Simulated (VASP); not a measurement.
# Ge (I4_1/amd) in VASP: a series of runs

Runs on Ge. Level: PBEsol. Tasks: single point.

Program: VASP 6.6.1. These are calculated values, not measurements. Logs are shortened: lines on timing, memory, paths and dates and some standing lists are left out, and cuts for length are marked.

### 1 The cell of the first run

Symmetry: I4_1/amd, No. 141, tetragonal system. The conventional cell has a = 5.149 Å, b = 5.149 Å, c = 2.795 Å, α = 90.00°, β = 90.00°, γ = 90.00°. Within 3.5 Å of Ge (site symmetry -4m2) lie 10 Ge at 2.67 to 3.32 Å.

### 2 Single point, PBEsol

Contents of INCAR:

```
SYSTEM = Ge
PREC = Accurate ; ENCUT = 520
EDIFF = 1E-7 ; ISMEAR = -1
SIGMA = 0.25 ; LREAL = .False.
LASPH = .True. ; NELM = 60
ALGO = Normal ; ISIF = 2
LWAVE = .False. ; LCHARG = .False.
GGA = PS ; NBANDS = 21
```

Contents of KPOINTS:

```
Automatic mesh
0
Gamma
  10 10 10
  0 0 0
```

Contents of POSCAR:

```
Ge
1.0
   -2.5745000000      2.5745000000      1.3974000000
    2.5745000000     -2.5745000000      1.3974000000
    2.5745000000      2.5745000000     -1.3974000000
Ge
2
Direct
    0.2500000000      0.7500000000      0.5000000000
    0.5000000000      0.5000000000      0.0000000000
```

Potentials or basis: VASP PAW PBE potentials, release 64 (Ge_d).

The run is started by

```sh
$ cat potpaw_PBE.64/Ge_d/POTCAR > POTCAR
$ mpirun -np 1 vasp_std > vasp.out
```

OUTCAR:

```text
SYSTEM = Ge
   PREC = Accurate
   ENCUT = 520
   EDIFF = 1E-7
   ISMEAR = -1
   LREAL = .False.
   LASPH = .True.
   NELM = 60
   ISIF = 2
   GGA = PS

 ion  position               nearest neighbor table
   1  0.250  0.750  0.500-   2 2.67   2 2.67   2 2.67   2 2.67
   2  0.500  0.500  0.000-   1 2.67   1 2.67   1 2.67   1 2.67

  LATTYP: Found a body centered tetragonal cell.
 ALAT       =     5.1490000000
 C/A-ratio  =     0.5427850068

  Lattice vectors:

 A1 = (  -2.5745000000,   2.5745000000,   1.3974000000)
 A2 = (   2.5745000000,  -2.5745000000,   1.3974000000)
 A3 = (   2.5745000000,   2.5745000000,  -1.3974000000)

Analysis of symmetry for initial positions (statically):
=====================================================================
 Subroutine PRICEL returns:
 Original cell was already a primitive cell.

 Routine SETGRP: Setting up the symmetry group for a
 body centered tetragonal supercell.

 Subroutine GETGRP returns: Found 16 space group operations
 (whereof  8 operations were pure point group operations)
 out of a pool of 16 trial point group operations.

The static configuration has the point symmetry D_2d.
 The point group associated with its full space group is D_4h.

Analysis of symmetry for dynamics (positions and initial velocities):
=====================================================================
 Subroutine PRICEL returns:
 Original cell was already a primitive cell.

 Routine SETGRP: Setting up the symmetry group for a
 body centered tetragonal supercell.

 Subroutine GETGRP returns: Found 16 space group operations
 (whereof  8 operations were pure point group operations)
 out of a pool of 16 trial point group operations.

The dynamic configuration has the point symmetry D_2d.
 The point group associated with its full space group is D_4h.

 Subroutine INISYM returns: Found 16 space group operations
 (whereof  8 operations are pure point group operations),
 and found     1 'primitive' translations

----------------------------------------------------------------------------------------

                                     Primitive cell

  volume of cell :      37.0481

  direct lattice vectors                    reciprocal lattice vectors
    -2.574500000  2.574500000  1.397400000     0.000000000  0.194212468  0.357807357
     2.574500000 -2.574500000  1.397400000     0.194212468  0.000000000  0.357807357
     2.574500000  2.574500000 -1.397400000     0.194212468  0.194212468  0.000000000

  length of vectors
     3.899849646  3.899849646  3.899849646     0.407117412  0.407117412  0.274657907

  position of ions in fractional coordinates (direct lattice)
     0.250000000  0.750000000  0.500000000
     0.500000000  0.500000000  0.000000000

  ion indices of the primitive-cell ions
   primitive index   ion index
                 1           1
                 2           2

----------------------------------------------------------------------------------------

 KPOINTS: Automatic mesh

Automatic generation of k-mesh.
 Grid dimensions read from file:
 generate k-points for:   10   10   10

 Generating k-lattice:

  Cartesian coordinates                     Fractional coordinates (reciprocal lattice)
     0.000000000  0.019421247  0.035780736     0.100000000 -0.000000000  0.000000000
     0.019421247  0.000000000  0.035780736    -0.000000000  0.100000000  0.000000000
     0.019421247  0.019421247  0.000000000     0.000000000  0.000000000  0.100000000

  Length of vectors
     0.040711741  0.040711741  0.027465791

  Shift w.r.t. Gamma in fractional coordinates (k-lattice)
     0.000000000  0.000000000  0.000000000

 Subroutine IBZKPT returns following result:
 ===========================================

 Found    102 irreducible k-points:

 Following reciprocal coordinates:
            Coordinates               Weight
  0.000000  0.000000  0.000000      1.000000
  0.100000 -0.000000  0.000000      8.000000
  0.200000 -0.000000  0.000000      8.000000
  0.300000  0.000000 -0.000000      8.000000
  0.400000  0.000000  0.000000      8.000000
  0.500000  0.000000 -0.000000      4.000000
[... 16 lines left out ...]
  0.300000  0.300000 -0.000000      8.000000
  0.400000  0.300000 -0.000000     16.000000
 [... further k-points ...]
   k-points           NKPTS =    102   k-points in BZ     NKDIM =    102   number of bands    NBANDS=     21
   number of dos      NEDOS =    301   number of ions     NIONS =      2
   total plane-waves  NPLWV =  27000
   dimension x,y,z NGX =    30 NGY =   30 NGZ =   30
   dimension x,y,z NGXF=    60 NGYF=   60 NGZF=   60
   ions per type =               2
   NGX,Y,Z   is equivalent  to a cutoff of  12.79, 12.79, 12.79 a.u.
   NGXF,Y,Z  is equivalent  to a cutoff of  25.58, 25.58, 25.58 a.u.
 SYSTEM =  Ge
   PREC   = accura    normal or accurate (medium, high low for compatibility)
   ISTART =      0    job   : 0-new  1-cont  2-samecut
   ICHARG =      2    charge: 1-file 2-atom 10-const
   ISPIN  =      1    spin polarized calculation?
   LNONCOLLINEAR =      F non collinear calculations
   LSORBIT =      F    spin-orbit coupling
   LASPH  =      T    aspherical Exc in radial PAW
   ENCUT  =  520.0 eV  38.22 Ry    6.18 a.u.   7.25  7.25  7.25*2*pi/ulx,y,z
   NELM   =     60;   NELMIN=  2; NELMDL= -5     # of ELM steps
   EDIFF  = 0.1E-06   stopping-criterion for ELM
   LREAL  =      F    real-space projection
   EDIFFG = 0.1E-05   stopping-criterion for IOM
   NSW    =      0    number of steps for IOM
   IBRION =     -1    ionic relax: 0-MD 1-quasi-New 2-CG
   NFREE  =      0    steps in history (QN), initial steepest desc. (CG)
   ISIF   =      2    stress and relaxation
   ISYM   =      2    0-nonsym 1-usesym 2-fastsym
   POTIM  = 0.5000    time-step for ionic-motion
   TEBEG  =    0.0;   TEEND  =   0.0 temperature during run
   PSTRESS=    0.0 pullay stress
   NELECT =      28.0000    total number of electrons
   NUPDOWN=      -1.0000    fix difference up-down
   EMIN   =  10.00;   EMAX   =-10.00  energy-range for DOS
   EFERMI =   0.00;   METHOD = LEGACY
   ISMEAR =    -1;   SIGMA  =   0.25  broadening in eV -4-tet -1-fermi 0-gaus
   EFERMI_NEDOS =   21; number of points for ismear=-14 and -15
   IALGO  =     38    algorithm
   IMIX   =      4    mixing-type and parameters
     AMIX     =   0.40;   BMIX     =  1.00
     AMIX_MAG =   1.60;   BMIX_MAG =  1.00
  volume/ion in A,a.u.               =      18.52       125.01
  Fermi-wavevector in a.u.,A,eV,Ry     =   1.491210  2.817977 30.255355  2.223706
  Thomas-Fermi vector in A             =   2.603894
   LORBIT       =      0    0 simple, 1 ext, 2 COOP (PROOUT), +10 PAW based schemes
   GGA     = PS    functional components
   LHFCALC =     F    Hartree Fock is set to
   AEXX    =    0.0000 exact exchange contribution
   IVDW    =     0    specifies the selected vdW correction
   LEPSILON=     F    determine dielectric tensor
   LRPA    =     F    only Hartree local field effects (RPA)
 non-spin polarized calculation
  energy-cutoff  :      520.00
  volume of cell :       37.05
 maximum number of plane-waves:      1021
 NGX is ok and might be reduce to    30
   NGX = 15   NGY = 15   NGZ = 15

 number of electron      28.0000028 magnetization

 Free energy of the ion-electron system (eV)
  ---------------------------------------------------
  ext. energy  EPLUGINS =         0.00000000
  ---------------------------------------------------
  free energy    TOTEN  =        -9.61502852 eV

  energy without entropy =       -9.44923896  energy(sigma->0) =       -9.53213374

 E-fermi :   6.6697     XC(G=0): -11.4691

 val. band max:        6.6663284157   @ k =  -0.1000   0.5000   0.1000
 cond. band min:       6.6916763171   @ k =   0.2000   0.1000   0.0000
 fundamental gap:      0.0253479014
 Fermi energy:         6.6697384692

 k-point     1 :       0.0000    0.0000    0.0000
  band No.  band energies     occupation
      1     -18.0096      2.00000
      2     -17.9655      2.00000
      3     -17.9338      2.00000
      4     -17.9332      2.00000
      5     -17.8265      2.00000
      6     -17.8265      2.00000
[... 13 lines left out ...]
     20      18.2220      0.00000
     21      19.1973      0.00000

 k-point     2 :       0.1000   -0.0000    0.0000
  band No.  band energies     occupation
      1     -18.0057      2.00000
      2     -17.9522      2.00000
      3     -17.9286      2.00000
      4     -17.9172      2.00000
      5     -17.8367      2.00000
      6     -17.8347      2.00000
[... 13 lines left out ...]
     20      17.9847      0.00000
     21      18.5202      0.00000

 k-point     3 :       0.2000   -0.0000    0.0000
  band No.  band energies     occupation
      1     -17.9940      2.00000
      2     -17.9213      2.00000
      3     -17.9153      2.00000
      4     -17.8860      2.00000
      5     -17.8566      2.00000
      6     -17.8384      2.00000
[... 13 lines left out ...]
     20      16.1872      0.00000
     21      17.2669      0.00000

 k-point     4 :       0.3000    0.0000   -0.0000
  band No.  band energies     occupation
      1     -17.9796      2.00000
      2     -17.9034      2.00000
      3     -17.9003      2.00000
      4     -17.8844      2.00000
      5     -17.8724      2.00000
      6     -17.8439      2.00000
[... 13 lines left out ...]
     20      14.9507      0.00000
     21      17.8583      0.00000

 k-point     5 :       0.4000    0.0000    0.0000
  band No.  band energies     occupation
      1     -17.9687      2.00000
      2     -17.9099      2.00000
      3     -17.9088      2.00000
      4     -17.8900      2.00000
      5     -17.8657      2.00000
      6     -17.8557      2.00000
[... 13 lines left out ...]
     20      16.4940      0.00000
     21      19.1520      0.00000
[... 382 lines left out ...]
     20      19.0489      0.00000
     21      19.7821      0.00000

 k-point    22 :      -0.2000    0.2000    0.0000
  band No.  band energies     occupation
      1     -17.9886      2.00000
      2     -17.9688      2.00000
      3     -17.9443      2.00000
      4     -17.9150      2.00000
      5     -17.8364      2.00000
      6     -17.8171      2.00000
[... 13 lines left out ...]
     20      18.8038      0.00000
     21      19.1653      0.00000

 k-point    23 :       0.3000    0.3000   -0.0000
  band No.  band energies     occupation
      1     -17.9638      2.00000
      2     -17.9240      2.00000
      3     -17.8979      2.00000
      4     -17.8843      2.00000
      5     -17.8617      2.00000
      6     -17.8239      2.00000
[... 13 lines left out ...]
     20      16.4411      0.00000
     21      18.9773      0.00000

 k-point    24 :       0.4000    0.3000   -0.0000
  band No.  band energies     occupation
      1     -17.9497      2.00000
      2     -17.9208      2.00000
      3     -17.9055      2.00000
      4     -17.8852      2.00000
      5     -17.8549      2.00000
      6     -17.8219      2.00000
[... 13 lines left out ...]
     20      18.0024      0.00000
     21      19.0536      0.00000

 [... further k-points ...]

------------------------ aborting loop because EDIFF is reached ----------------------------------------

  FORCE on cell =-STRESS in cart. coord.  units (eV):
  Direction    XX          YY          ZZ          XY          YZ          ZX
  --------------------------------------------------------------------------------------
  -------------------------------------------------------------------------------------
  Total       -0.0588547     -0.0588547     -0.0718464      0.0000000      0.0000000      0.0000000
  in kB       -2.5452203     -2.5452203     -3.1070547      0.0000000      0.0000000      0.0000000
  external PRESSURE =      -2.7324984 kB  Pullay stress =       0.0000000 kB

 VOLUME and BASIS-vectors are now :
 -----------------------------------------------------------------------------
  energy-cutoff  :      520.00
  volume of cell :       37.05
      direct lattice vectors                 reciprocal lattice vectors
    -2.574500000  2.574500000  1.397400000     0.000000000  0.194212468  0.357807357
     2.574500000 -2.574500000  1.397400000     0.194212468  0.000000000  0.357807357
     2.574500000  2.574500000 -1.397400000     0.194212468  0.194212468  0.000000000

 POSITION                                       TOTAL-FORCE (eV/Angst)
 -----------------------------------------------------------------------------------
      2.57450      0.00000      0.69870         0.000000     -0.000000      0.000000
      0.00000      0.00000      1.39740        -0.000000      0.000000     -0.000000
 -----------------------------------------------------------------------------------
    total drift:                                0.000000     -0.000000      0.000000

  FREE ENERGIE OF THE ION-ELECTRON SYSTEM (eV)
  ---------------------------------------------------
  free  energy   TOTEN  =        -9.6150285208 eV

  energy  without entropy=       -9.4492389601  energy(sigma->0) =       -9.53213374
```

Wall time 2.7 min (1 thread of Intel Xeon 8259CL, shared host); peak memory 0.21 GiB.

What came out:

* Free energy: -9.6150 eV
* Pressure: -0.3 GPa
* Band gap on the k mesh: zero (bands 14 and 15 overlap by 4.71 eV)

Caveat: the PAW data sets were made with another functional, which shifts forces and pressure a little.

(Continued in part 2 of 2.)
